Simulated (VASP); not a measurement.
Set up this calculation in VASP 6.6.1, as the native input.

* Task: single point
* Functional: PBE
* Potentials or basis: VASP PAW PBE potentials, release 64 (As)
* Cutoff: 520 eV
* k mesh: 9 × 9 × 13
* Occupations: fermi-dirac, width 0.05 eV
* Spin: no spin polarisation
* Dipole correction: no
* Further INCAR settings: ALGO = Normal; EDIFF = 1e-06; NBANDS = 14

The structure of As lies in POSCAR:

```
As
1.0
    4.0812307366      0.0000000000      0.0000000000
   -2.0406153683      3.5344494966      0.0000000000
    0.0000000000      0.0000000000      2.4135198599
As
3
Direct
    0.0000000000      0.0000000000      0.0000000000
    0.3333333333      0.6666666667      0.5000000000
    0.6666666667      0.3333333333      0.5000000000
```

The input as run:

INCAR

```
SYSTEM = As
PREC = Accurate
ENCUT = 520
EDIFF = 1E-6
ISMEAR = -1
SIGMA = 0.05
LREAL = .False.
LASPH = .True.
NELM = 60
ALGO = Normal
ISIF = 2
LWAVE = .False.
LCHARG = .False.
GGA = PE
NBANDS = 14
```

KPOINTS

```
Automatic mesh
0
Gamma
  9 9 13
  0 0 0
```

Potentials or basis: VASP PAW PBE potentials, release 64 (As).

Launch:

```sh
$ cat potpaw_PBE.64/As/POTCAR > POTCAR
$ mpirun -np 1 vasp_std > vasp.out
```

It gave:

- Pressure: 123.2 GPa

It took 15 s on 1 thread of Intel(R) Xeon(R) Platinum 8559C (Emerald Rapids), on a shared host, peak memory 0.16 GiB.
